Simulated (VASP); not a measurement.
Hf:

```
CELL_PARAMETERS angstrom
3.19873 0.00000 0.00000
-1.59937 2.77018 0.00000
0.00000 0.00000 5.05050
ATOMIC_POSITIONS crystal
Hf 0.33333 0.66667 0.25000
Hf 0.66667 0.33333 0.75000
```

Base run:

| Property | Result |
| --- | --- |
| Program | VASP 6.6.1 |
| Functional | r2SCAN |
| Potentials or basis | VASP PAW PBE potentials, release 64 (Hf_pv) |
| Cutoff | 520 eV |
| k mesh | 11 × 11 × 6 |
| Occupations | fermi-dirac, width 0.3 eV |
| Spin | no spin polarisation |

Its results: band gap on the k mesh zero (band 10 reaches 6.16 eV, above the bottom of band 11 at 4.46 eV); pressure 0.3 GPa.

Task: The run is repeated on the same cell with these changes: occupations from fermi-dirac, width 0.3 eV to fermi-dirac, width 0.1 eV. What comes out?

Result: Band gap on the k mesh zero (band 10 reaches 6.16 eV, above the bottom of band 11 at 4.46 eV); pressure -0.6 GPa.

Caveats: the PAW data sets were made with another functional, which shifts forces and pressure a little; spin-orbit coupling is left out, which moves the levels of the heavy elements.
